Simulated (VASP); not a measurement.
A run of VASP 6.6.1 is set up as follows.

The input INCAR:

```
PREC     = Accurate       # precision mode
ENCUT    = 520            # plane-wave cutoff, eV
EDIFF    = 1E-7           # SCF threshold, eV
ISMEAR   = -1             # smearing method
SIGMA    = 0.1            # smearing width, eV
LREAL    = False          # projectors in reciprocal space
LASPH    = True           # aspherical terms in the spheres
NELM     = 100            # most SCF steps
ALGO     = Normal         # electronic algorithm
ISIF     = 2              # what is computed and relaxed
LWAVE    = False          # write WAVECAR
LCHARG   = False          # write CHGCAR
GGA      = PS             # functional
NBANDS   = 19             # bands
```

File KPOINTS:

```
Automatic mesh
0
Gamma
  20 20 11
```

POSCAR

```
Ti
1.0
    2.9763364526      0.0000000000      0.0000000000
   -1.4881682263      2.5775829782      0.0000000000
    0.0000000000      0.0000000000      4.7147128115
Ti
2
Direct
    0.3333333333      0.6666666667      0.2500000000
    0.6666666667      0.3333333333      0.7500000000
```

Potentials or basis: VASP PAW PBE potentials, release 64 (Ti_sv).

Command:

```sh
$ cat potpaw_PBE.64/Ti_sv/POTCAR > POTCAR
$ mpirun -np 1 vasp_std > vasp.out
```

Q: Estimate the pressure.

A: -8.1 GPa.

Q: What does it give for the band gap on the k mesh?

A: Zero (band 12 reaches 8.54 eV, above the bottom of band 13 at 7.48 eV).

Stress tensor (GPa, compression positive):
```
-8.03  0.00  0.00
 0.00 -8.03  0.00
 0.00  0.00 -8.26
```

Caveat: the PAW data sets were made with another functional, which shifts forces and pressure a little.
